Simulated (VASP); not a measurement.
Input of a VASP 6.6.1 run:

Contents of POSCAR:

```
Al
1.0
    0.0000000000     -3.1887371512      0.0000000000
   -3.1887371512      0.0000000000      0.0000000000
    0.0000000000      0.0000000000     -3.1887371512
Al
2
Direct
    0.5000000000      0.5000000000      0.4858878302
    0.0000000000      0.0000000000      0.0141121698
```

File INCAR.step1:

```
PREC = Accurate
ENCUT = 520
ISMEAR = 0
SIGMA = 0.15
LREAL = F
LASPH = T
NELM = 60
NBANDS = 10
GGA = PE
ALGO = Normal
EDIFF = 1E-4
LWAVE = T
LCHARG = F
```

The input INCAR.step2:

```
PREC = Accurate
ENCUT = 520
EDIFF = 1E-7
ISMEAR = 0
SIGMA = 0.15
LREAL = F
LASPH = T
NELM = 60
ALGO = Normal
ISIF = 2
LWAVE = F
LCHARG = F
METAGGA = R2SCAN
LMIXTAU = T
NBANDS = 10
ISTART = 1
```

The input KPOINTS:

```
Automatic mesh
0
Gamma
  18 18 18
```

Potentials or basis: VASP PAW PBE potentials, release 64 (Al).

Run with:

```console
$ cat potpaw_PBE.64/Al/POTCAR > POTCAR
$ cp INCAR.step1 INCAR
$ mpirun -np 1 vasp_std > vasp.out
$ cp INCAR.step2 INCAR
$ mpirun -np 1 vasp_std > vasp.out
```

Question: Predict the band gap on the k mesh.

Answer: Zero (bands 3 and 4 overlap by 9.44 eV).

Question: Estimate the pressure.

Answer: -0.1 GPa.

Stress tensor (GPa, compression positive):
```
 0.01  0.00  0.00
 0.00  0.01  0.00
 0.00  0.00 -0.39
```

Caveat: the cell differs from its parent crystal (atoms displaced along a vibrational mode); the PAW data sets were made with another functional, which shifts forces and pressure a little.
